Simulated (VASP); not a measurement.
# TiAl (Pm-3m) in VASP: settings compared

The runs below take TiAl through single point, with r2SCAN0, PBEsol.

Everything below comes from runs of VASP 6.6.1. Logs are shortened: lines on timing, memory, paths and dates and some standing lists are left out, and cuts for length are marked.

**1. The cell of the first run**

The structure is cubic, space group Pm-3m (No. 221). Conventional cell: a = 3.092 Å, b = 3.092 Å, c = 3.092 Å, α = 90.00°, β = 90.00°, γ = 90.00°. Ti (site symmetry m-3m) has 8 Al at 2.68 Å and 6 Ti at 3.09 Å within 3.5 Å. Within 3.5 Å of Al (site symmetry m-3m) lie 8 Ti at 2.68 Å and 6 Al at 3.09 Å.

**2. Single point, r2SCAN0 (volume scaled by 0.92)**

Input file POSCAR:

```
TiAl
1.0
    3.0919221242      0.0000000000      0.0000000000
    0.0000000000      3.0919221242      0.0000000000
    0.0000000000      0.0000000000      3.0919221242
Ti Al
1 1
Direct
    0.0000000000      0.0000000000      0.0000000000
    0.5000000000      0.5000000000      0.5000000000
```

Input file INCAR.step1:

```
ALGO = Normal
EDIFF = 1E-5
ENCUT = 520
GGA = PE
ISIF = 2
ISMEAR = 1
LASPH = T
LREAL = F
LWAVE = T
NBANDS = 14
NELM = 60
PREC = Accurate
SIGMA = 0.025
```

Input file INCAR.step2:

```
AEXX = 0.25
ALGO = Normal
EDIFF = 1E-6
ENCUT = 520
ISIF = 2
ISMEAR = 1
ISTART = 1
LASPH = T
LCHARG = T
LELF = T
LHFCALC = T
LMIXTAU = T
LREAL = F
LVHAR = T
LWAVE = F
METAGGA = R2SCAN
NBANDS = 14
NELM = 60
PREC = Accurate
PRECFOCK = Normal
SIGMA = 0.025
```

Input file KPOINTS:

```
k-points
0
Gamma
  6 6 6
```

Potentials or basis: VASP PAW PBE potentials, release 64 (Ti_sv, Al).

Started as:

```console
$ cat potpaw_PBE.64/Ti_sv/POTCAR potpaw_PBE.64/Al/POTCAR > POTCAR
$ cp INCAR.step1 INCAR
$ mpirun -np 1 vasp_std > vasp.out
$ cp INCAR.step2 INCAR
$ mpirun -np 1 vasp_std > vasp.out
```

OUTCAR:

```text
AEXX = 0.25
   EDIFF = 1E-6
   ENCUT = 520
   ISIF = 2
   ISMEAR = 1
   ISTART = 1
   LASPH = T
   LHFCALC = T
   LREAL = F
   METAGGA = R2SCAN
   NELM = 60
   PREC = Accurate
   PRECFOCK = Normal

 ion  position               nearest neighbor table
   1  0.000  0.000  0.000-   2 2.68   2 2.68   2 2.68   2 2.68   2 2.68   2 2.68   2 2.68   2 2.68

   2  0.500  0.500  0.500-   1 2.68   1 2.68   1 2.68   1 2.68   1 2.68   1 2.68   1 2.68   1 2.68

  LATTYP: Found a simple cubic cell.
 ALAT       =     3.0919221242

  Lattice vectors:

 A1 = (   3.0919221242,   0.0000000000,   0.0000000000)
 A2 = (   0.0000000000,   3.0919221242,   0.0000000000)
 A3 = (   0.0000000000,   0.0000000000,   3.0919221242)

Analysis of symmetry for initial positions (statically):
=====================================================================
 Subroutine PRICEL returns:
 Original cell was already a primitive cell.

 Routine SETGRP: Setting up the symmetry group for a
 simple cubic supercell.

 Subroutine GETGRP returns: Found 48 space group operations
 (whereof 48 operations were pure point group operations)
 out of a pool of 48 trial point group operations.

The static configuration has the point symmetry O_h .

Analysis of symmetry for dynamics (positions and initial velocities):
=====================================================================
 Subroutine PRICEL returns:
 Original cell was already a primitive cell.

 Routine SETGRP: Setting up the symmetry group for a
 simple cubic supercell.

 Subroutine GETGRP returns: Found 48 space group operations
 (whereof 48 operations were pure point group operations)
 out of a pool of 48 trial point group operations.

The dynamic configuration has the point symmetry O_h .

 Subroutine INISYM returns: Found 48 space group operations
 (whereof 48 operations are pure point group operations),
 and found     1 'primitive' translations

----------------------------------------------------------------------------------------

                                     Primitive cell

  volume of cell :      29.5587

  direct lattice vectors                    reciprocal lattice vectors
     3.091922124  0.000000000  0.000000000     0.323423411  0.000000000  0.000000000
     0.000000000  3.091922124  0.000000000     0.000000000  0.323423411  0.000000000
     0.000000000  0.000000000  3.091922124     0.000000000  0.000000000  0.323423411

  length of vectors
     3.091922124  3.091922124  3.091922124     0.323423411  0.323423411  0.323423411

  position of ions in fractional coordinates (direct lattice)
     0.000000000  0.000000000  0.000000000
     0.500000000  0.500000000  0.500000000

  ion indices of the primitive-cell ions
   primitive index   ion index
                 1           1
                 2           2

----------------------------------------------------------------------------------------

 KPOINTS: k-points

Automatic generation of k-mesh.
 Grid dimensions read from file:
 generate k-points for:    6    6    6

 Generating k-lattice:

  Cartesian coordinates                     Fractional coordinates (reciprocal lattice)
     0.053903902  0.000000000  0.000000000     0.166666667  0.000000000  0.000000000
     0.000000000  0.053903902  0.000000000     0.000000000  0.166666667  0.000000000
     0.000000000  0.000000000  0.053903902     0.000000000  0.000000000  0.166666667

  Length of vectors
     0.053903902  0.053903902  0.053903902

  Shift w.r.t. Gamma in fractional coordinates (k-lattice)
     0.000000000  0.000000000  0.000000000

 Subroutine IBZKPT returns following result:
 ===========================================

 Found     20 irreducible k-points:

 Following reciprocal coordinates:
            Coordinates               Weight
  0.000000  0.000000  0.000000      1.000000
  0.166667  0.000000  0.000000      6.000000
  0.333333  0.000000  0.000000      6.000000
  0.500000  0.000000  0.000000      3.000000
  0.166667  0.166667  0.000000     12.000000
  0.333333  0.166667  0.000000     24.000000
[... 12 lines left out ...]
  0.500000  0.500000  0.333333      6.000000
  0.500000  0.500000  0.500000      1.000000
   k-points           NKPTS =     20   k-points in BZ     NKDIM =    216   number of bands    NBANDS=     14
   number of dos      NEDOS =    301   number of ions     NIONS =      2
   total plane-waves  NPLWV =  13824
   dimension x,y,z NGX =    24 NGY =   24 NGZ =   24
   dimension x,y,z NGXF=    48 NGYF=   48 NGZF=   48
   ions per type =               1   1
   NGX,Y,Z   is equivalent  to a cutoff of  12.90, 12.90, 12.90 a.u.
   NGXF,Y,Z  is equivalent  to a cutoff of  25.81, 25.81, 25.81 a.u.
 SYSTEM =  unknown system
   PREC   = accura    normal or accurate (medium, high low for compatibility)
   ISTART =      1    job   : 0-new  1-cont  2-samecut
   ICHARG =      0    charge: 1-file 2-atom 10-const
   ISPIN  =      1    spin polarized calculation?
   LNONCOLLINEAR =      F non collinear calculations
   LSORBIT =      F    spin-orbit coupling
   LASPH  =      T    aspherical Exc in radial PAW
   ENCUT  =  520.0 eV  38.22 Ry    6.18 a.u.   5.75  5.75  5.75*2*pi/ulx,y,z
   NELM   =     60;   NELMIN=  2; NELMDL=  0     # of ELM steps
   EDIFF  = 0.1E-05   stopping-criterion for ELM
   LREAL  =      F    real-space projection
   EDIFFG = 0.1E-04   stopping-criterion for IOM
   NSW    =      0    number of steps for IOM
   IBRION =     -1    ionic relax: 0-MD 1-quasi-New 2-CG
   NFREE  =      0    steps in history (QN), initial steepest desc. (CG)
   ISIF   =      2    stress and relaxation
   ISYM   =      3    0-nonsym 1-usesym 2-fastsym
   POTIM  = 0.5000    time-step for ionic-motion
   TEBEG  =    0.0;   TEEND  =   0.0 temperature during run
   PSTRESS=    0.0 pullay stress
   NELECT =      15.0000    total number of electrons
   NUPDOWN=      -1.0000    fix difference up-down
   EMIN   =  10.00;   EMAX   =-10.00  energy-range for DOS
   EFERMI =   0.00;   METHOD = LEGACY
   ISMEAR =     1;   SIGMA  =   0.03  broadening in eV -4-tet -1-fermi 0-gaus
   EFERMI_NEDOS =   21; number of points for ismear=-14 and -15
   IALGO  =     38    algorithm
   IMIX   =      1    mixing-type and parameters
     AMIX     =   0.40;   BMIX     =  1.00
     AMIX_MAG =   1.60;   BMIX_MAG =  1.00
  volume/ion in A,a.u.               =      14.78        99.74
  Fermi-wavevector in a.u.,A,eV,Ry     =   1.305800  2.467604 23.199484  1.705114
  Thomas-Fermi vector in A             =   2.436645
   LORBIT       =      0    0 simple, 1 ext, 2 COOP (PROOUT), +10 PAW based schemes
   METAGGA = R2SCAN    functional components
   LHFCALC =     T    Hartree Fock is set to
   PRECFOCK=normal    Normal, Fast or Accurate (Low or Medium for compatibility)
   ENCUT4O =  -1.0   cutoff for four orbital integrals eV
   NKREDX  =     1    reduce k-point grid by
   NKREDY  =     1    reduce k-point grid by
   NKREDZ  =     1    reduce k-point grid by
   AEXX    =    0.2500 exact exchange contribution
   HFSCREEN=    0.0000 screening length (either q_TF or 0.3 A-1)
   HFSCREENC=   0.0000 screening length for correlation (either q_TF or 0.3 A-1)
   ENCUTFOCK=  -1.0 apply spherical cutoff to Coloumb kernel
   IVDW    =     0    specifies the selected vdW correction
   LEPSILON=     F    determine dielectric tensor
   LRPA    =     F    only Hartree local field effects (RPA)
 non-spin polarized calculation
 Methfessel and Paxton  Order N= 1 SIGMA  =   0.03
  energy-cutoff  :      520.00
  volume of cell :       29.56
 maximum number of plane-waves:       840
 NGX is ok and might be reduce to    24
  NGX = 18; NGY = 18; NGZ = 18

 number of electron      15.0000007 magnetization

 Free energy of the ion-electron system (eV)
  ---------------------------------------------------
  ext. energy  EPLUGINS =         0.00000000
  ---------------------------------------------------
  free energy    TOTEN  =       -21.79109600 eV

  energy without entropy =      -21.79080461  energy(sigma->0) =      -21.79099887

 E-fermi :  10.2617     XC(G=0):  -9.5016

 val. band max:        9.4328451663   @ k =   0.3333   0.3333   0.1667
 cond. band min:      10.2743857321   @ k =   0.3333   0.1667   0.1667
 fundamental gap:      0.8415405657
 Fermi energy:        10.2616607695

 k-point     1 :       0.0000    0.0000    0.0000
  band No.  band energies     occupation
      1     -53.7735      2.00000
      2     -27.6095      2.00000
      3     -27.6095      2.00000
      4     -27.6095      2.00000
      5      -2.1555      2.00000
      6       6.9832      2.00000
      7       6.9833      2.00000
      8      13.3436      0.00000
      9      13.3437      0.00000
     10      13.3437      0.00000
     11      15.6098      0.00000
     12      15.6098      0.00000
     13      15.6098      0.00000
     14      20.6262      0.00000

 k-point     2 :       0.1667    0.0000    0.0000
  band No.  band energies     occupation
      1     -53.7669      2.00000
      2     -27.6850      2.00000
      3     -27.6041      2.00000
      4     -27.6041      2.00000
      5      -1.6124      2.00000
      6       6.6583      2.00000
      7       7.2461      2.00000
      8      12.4328      0.00000
      9      12.4328      0.00000
     10      13.4128      0.00000
     11      14.2714      0.00000
     12      16.8420      0.00000
     13      16.8420      0.00000
     14      19.8097      0.00000
[... 275 lines left out ...]
      1     -53.7037      2.00000
      2     -27.8277      2.00000
      3     -27.8277      2.00000
      4     -27.7558      2.00000
      5       4.6780      2.00000
      6       5.6810      2.00000
      7       5.6810      2.00000
      8      10.9210      0.00000
      9      13.0161      0.00000
     10      13.0161      0.00000
     11      13.1648      0.00000
     12      13.8909      0.00000
     13      15.5837      0.00000
     14      18.8450      0.00000

 k-point    20 :       0.5000    0.5000    0.5000
  band No.  band energies     occupation
      1     -53.6978      2.00000
      2     -27.8168      2.00000
      3     -27.8168      2.00000
      4     -27.8168      2.00000
      5       5.4425      2.00000
      6       5.4425      2.00000
      7       5.4425      2.00000
      8      11.7204      0.00000
      9      13.5334      0.00000
     10      13.5334      0.00000
     11      13.5334      0.00000
     12      13.9108      0.00000
     13      13.9109      0.00000
     14      18.8065      0.00000

------------------------ aborting loop because EDIFF is reached ----------------------------------------

  FORCE on cell =-STRESS in cart. coord.  units (eV):
  Direction    XX          YY          ZZ          XY          YZ          ZX
  --------------------------------------------------------------------------------------
  -------------------------------------------------------------------------------------
  Total        1.5585415      1.5585415      1.5585415      0.0000000     -0.0000000      0.0000000
  in kB       84.4779390     84.4779390     84.4779390      0.0000000     -0.0000000      0.0000000
  external PRESSURE =      84.4779390 kB  Pullay stress =       0.0000000 kB

 VOLUME and BASIS-vectors are now :
 -----------------------------------------------------------------------------
  energy-cutoff  :      520.00
  volume of cell :       29.56
      direct lattice vectors                 reciprocal lattice vectors
     3.091922124  0.000000000  0.000000000     0.323423411  0.000000000  0.000000000
     0.000000000  3.091922124  0.000000000     0.000000000  0.323423411  0.000000000
     0.000000000  0.000000000  3.091922124     0.000000000  0.000000000  0.323423411

 POSITION                                       TOTAL-FORCE (eV/Angst)
 -----------------------------------------------------------------------------------
      0.00000      0.00000      0.00000         0.000000      0.000000      0.000000
      1.54596      1.54596      1.54596         0.000000      0.000000      0.000000
 -----------------------------------------------------------------------------------
    total drift:                                0.000000      0.000000      0.000000

  FREE ENERGIE OF THE ION-ELECTRON SYSTEM (eV)
  ---------------------------------------------------
  free  energy   TOTEN  =       -21.7910960019 eV

  energy  without entropy=      -21.7908046086  energy(sigma->0) =      -21.79099887
```

Run time: 36 min. Hardware: 1 thread of Intel Xeon 6975P-C, shared host; peak memory 0.17 GiB.

Results:

- Free energy: -21.7911 eV
- Pressure: 8.4 GPa

Levels at points of the mesh, in eV from the Fermi level:
```tsv
k point	band 5	band 6	band 7	band 8	band 9	band 10
(0.00, 0.00, 0.00)	-12.42	-3.28	-3.28	3.08	3.08	3.08
(0.50, 0.00, 0.00)	-8.35	-7.63	-2.06	0.66	0.66	3.37
(0.50, 0.50, 0.00)	-7.03	-3.76	-3.76	-3.12	1.51	1.51
(0.50, 0.50, 0.50)	-4.82	-4.82	-4.82	1.46	3.27	3.27
```

Caveat: the cell differs from its parent crystal (volume scaled by 0.92); the PAW data sets were made with another functional, which shifts forces and pressure a little.

**3. Single point, PBEsol**

This run uses another cell than the first one, of 13.16 Å³/atom, 0.890 times its volume.

Input file INCAR:

```
SYSTEM = TiAl
ALGO = Normal ; EDIFF = 1E-6
ENCUT = 520 ; GGA = PS
ISIF = 2 ; ISMEAR = -1
LASPH = .TRUE. ; LCHARG = .FALSE.
LREAL = .FALSE. ; LWAVE = .FALSE.
NBANDS = 14 ; NELM = 60
PREC = Accurate ; SIGMA = 0.05
```

Input file KPOINTS:

```
k-points
0
G
  8 8 8
  0 0 0
```

Input file POSCAR:

```
TiAl
1.0
    2.9742770284      0.0000000000      0.0000000000
    0.0000000000      2.9742770284      0.0000000000
    0.0000000000      0.0000000000      2.9742770284
Ti Al
1 1
Direct
    0.0000000000      0.0000000000      0.0000000000
    0.5000000000      0.5000000000      0.5000000000
```

Potentials or basis: VASP PAW PBE potentials, release 64 (Ti_sv, Al).

Started as:

```console
$ cat potpaw_PBE.64/Ti_sv/POTCAR potpaw_PBE.64/Al/POTCAR > POTCAR
$ mpirun -np 1 vasp_std > vasp.out
```

It took 6.8 s on 1 thread of Intel Xeon 6975P-C, shared host; peak memory 0.14 GiB.

Results (log left out):

| Quantity | Value |
| --- | --- |
| Free energy | -12.5540 eV |
| Pressure | 30.0 GPa |

Levels at points of the mesh, in eV from the Fermi level:
```csv
k point,band 4,band 5,band 6,band 7,band 8,band 9,band 10,band 11
"(0.00, 0.00, 0.00)",-32.52,-10.12,-1.97,-1.97,2.28,2.28,2.28,5.52
"(0.50, 0.00, 0.00)",-32.49,-6.19,-5.75,-0.79,0.19,0.19,2.57,3.96
"(0.50, 0.50, 0.00)",-32.45,-5.60,-2.04,-2.04,-1.74,0.79,0.79,3.58
"(0.50, 0.50, 0.50)",-32.77,-3.75,-3.75,-3.75,1.95,3.60,3.60,3.60
```

Caveat: the PAW data sets were made with another functional, which shifts forces and pressure a little.

**4. Single point, PBEsol**

This run uses another cell than the first one, of 13.80 Å³/atom, 0.934 times its volume.

Input file INCAR:

```
SYSTEM = TiAl
PREC = Accurate ; ENCUT = 520
EDIFF = 1E-6 ; ISMEAR = -1
SIGMA = 0.05 ; LREAL = .False.
LASPH = .True. ; NELM = 80
ALGO = Fast ; ISIF = 2
LWAVE = .False. ; LCHARG = .False.
GGA = PS ; NBANDS = 14
```

Input file KPOINTS:

```
Automatic mesh
0
Gamma
  8 8 8
  0 0 0
```

Input file POSCAR:

```
TiAl
1.0
    3.0223741589      0.0000000000      0.0000000000
    0.0000000000      3.0223741589      0.0000000000
    0.0000000000      0.0000000000      3.0223741589
Ti Al
1 1
Direct
    0.0000000000      0.0000000000      0.0000000000
    0.5000000000      0.5000000000      0.5000000000
```

Started as:

```console
$ cat potpaw_PBE.64/Ti_sv/POTCAR potpaw_PBE.64/Al/POTCAR > POTCAR
$ mpirun -np 1 vasp_std > vasp.out
```

It took 14 s on 1 thread of Intel Xeon 6975P-C, shared host; peak memory 0.14 GiB.

Results (log left out):

| Item | Value |
| --- | --- |
| Free energy | -12.7553 eV |
| Pressure | 20.0 GPa |

Levels at points of the mesh, in eV from the Fermi level:
```tsv
k point	band 5	band 6	band 7	band 8	band 9	band 10
(0.00, 0.00, 0.00)	-9.92	-1.83	-1.83	2.16	2.16	2.16
(0.50, 0.00, 0.00)	-6.17	-5.62	-0.72	0.18	0.18	2.43
(0.50, 0.50, 0.00)	-5.45	-2.07	-2.07	-1.67	0.77	0.77
(0.50, 0.50, 0.50)	-3.58	-3.58	-3.58	1.61	3.41	3.41
```

Caveat: the PAW data sets were made with another functional, which shifts forces and pressure a little.

**5. Single point, PBEsol**

This run uses another cell than the first one, of 14.62 Å³/atom, 0.989 times its volume.

Input file INCAR:

```
SYSTEM = TiAl
PREC = Accurate ; ENCUT = 520
EDIFF = 1E-6 ; ISMEAR = -1
SIGMA = 0.05 ; LREAL = .False.
LASPH = .True. ; NELM = 80
ALGO = Normal ; ISIF = 2
LWAVE = .False. ; LCHARG = .True.
GGA = PS ; LELF = .True.
LVHAR = .True. ; NBANDS = 14
```

KPOINTS is that of step 4.

Input file POSCAR:

```
TiAl
1.0
    3.0810519071      0.0000000000      0.0000000000
    0.0000000000      3.0810519071      0.0000000000
    0.0000000000      0.0000000000      3.0810519071
Ti Al
1 1
Direct
    0.0000000000      0.0000000000      0.0000000000
    0.5000000000      0.5000000000      0.5000000000
```

Started as:

```console
$ cat potpaw_PBE.64/Ti_sv/POTCAR potpaw_PBE.64/Al/POTCAR > POTCAR
$ mpirun -np 1 vasp_std > vasp.out
```

Wall time 7.4 s (1 thread of Intel Xeon 6975P-C, shared host); peak memory 0.14 GiB.

It converged, with:

```
Free energy : -12.9071 eV
Pressure    : 10.0 GPa
```

Levels at points of the mesh, in eV from the Fermi level:
```tsv
k point	band 5	band 6	band 7	band 8	band 9	band 10
(0.00, 0.00, 0.00)	-9.67	-1.67	-1.67	2.02	2.02	2.02
(0.50, 0.00, 0.00)	-6.12	-5.45	-0.65	0.16	0.16	2.26
(0.50, 0.50, 0.00)	-5.27	-2.09	-2.09	-1.59	0.75	0.75
(0.50, 0.50, 0.50)	-3.39	-3.39	-3.39	1.23	3.20	3.20
```

Caveat: the PAW data sets were made with another functional, which shifts forces and pressure a little.

**6. Summary**

| level | cell | k mesh | smearing | grid for exact exchange (PRECFOCK) | gap on the mesh (eV) | pressure (GPa) |
| --- | --- | --- | --- | --- | --- | --- |
| r2SCAN0 | a = 3.092 Å, 2 atoms | 6 × 6 × 6 | methfessel-paxton 0.025 eV | Normal | none | 8.4 |
| PBEsol | a = 2.974 Å, 2 atoms | 8 × 8 × 8 | fermi-dirac 0.05 eV | - | none | 30.0 |
| PBEsol | a = 3.022 Å, 2 atoms | 8 × 8 × 8 | fermi-dirac 0.05 eV | - | none | 20.0 |
| PBEsol | a = 3.081 Å, 2 atoms | 8 × 8 × 8 | fermi-dirac 0.05 eV | - | none | 10.0 |

Alike in all rows: task single point; potentials or basis VASP PAW PBE potentials, release 64 (Ti_sv, Al); no spin polarisation; cutoff (eV) 520.

Caveats: the PAW data sets were made with another functional, which shifts forces and pressure a little.

Absolute energies hang on the potentials; compare differences alone.
